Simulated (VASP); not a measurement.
Write the native input for VASP 6.6.1 that does the following.

```
Task                   : single point
Functional             : r2SCAN
Potentials or basis    : VASP PAW PBE potentials, release 64 (Ti_sv, Hg)
Cutoff                 : 520 eV
k mesh                 : 6 × 6 × 6
Occupations            : gaussian, width 0.1 eV
Spin                   : no spin polarisation
Dipole correction      : no
Further INCAR settings : ALGO = Normal; EDIFF = 1e-06; NBANDS = 25
```

The system is TiHg2.

```
Ti Hg
1.0
     0.00000    3.22535    3.22535
     3.22535    0.00000    3.22535
     3.22535    3.22535    0.00000
Ti Hg
1 2
Direct
  0.00000 0.00000 0.00000
  0.25000 0.25000 0.25000
  0.75000 0.75000 0.75000
```

One way to write it, as run:

POSCAR

```
TiHg2
1.0
    0.0000000000      3.2253460201      3.2253460201
    3.2253460201      0.0000000000      3.2253460201
    3.2253460201      3.2253460201      0.0000000000
Ti Hg
1 2
Direct
    0.0000000000      0.0000000000      0.0000000000
    0.2500000000      0.2500000000      0.2500000000
    0.7500000000      0.7500000000      0.7500000000
```

INCAR.step1

```
ALGO = Normal
EDIFF = 1E-4
ENCUT = 520
GGA = PE
ISMEAR = 0
LASPH = T
LCHARG = F
LREAL = F
LWAVE = T
NBANDS = 25
NELM = 60
PREC = Accurate
SIGMA = 0.1
```

INCAR.step2

```
ALGO = Normal
EDIFF = 1E-6
ENCUT = 520
ISIF = 2
ISMEAR = 0
ISTART = 1
LASPH = T
LCHARG = F
LMIXTAU = T
LREAL = F
LWAVE = F
METAGGA = R2SCAN
NBANDS = 25
NELM = 60
PREC = Accurate
SIGMA = 0.1
```

KPOINTS

```
k-points
0
Gamma
  6 6 6
```

Potentials or basis: VASP PAW PBE potentials, release 64 (Ti_sv, Hg).

The run is started by

```bash
$ cat potpaw_PBE.64/Ti_sv/POTCAR potpaw_PBE.64/Hg/POTCAR > POTCAR
$ cp INCAR.step1 INCAR
$ mpirun -np 1 vasp_std > vasp.out
$ cp INCAR.step2 INCAR
$ mpirun -np 1 vasp_std > vasp.out
```

Results of the run:

| Item | Value |
| --- | --- |
| Pressure | 0.6 GPa |
| Band gap on the k mesh | zero (band 18 reaches 4.14 eV, above the bottom of band 19 at 3.48 eV) |

Caveat: the PAW data sets were made with another functional, which shifts forces and pressure a little; spin-orbit coupling is left out, which moves the levels of the heavy elements.

Run time: 72 s on 1 thread of Intel(R) Xeon(R) 6975P-C (Granite Rapids), on a shared host, peak memory 0.22 GiB.
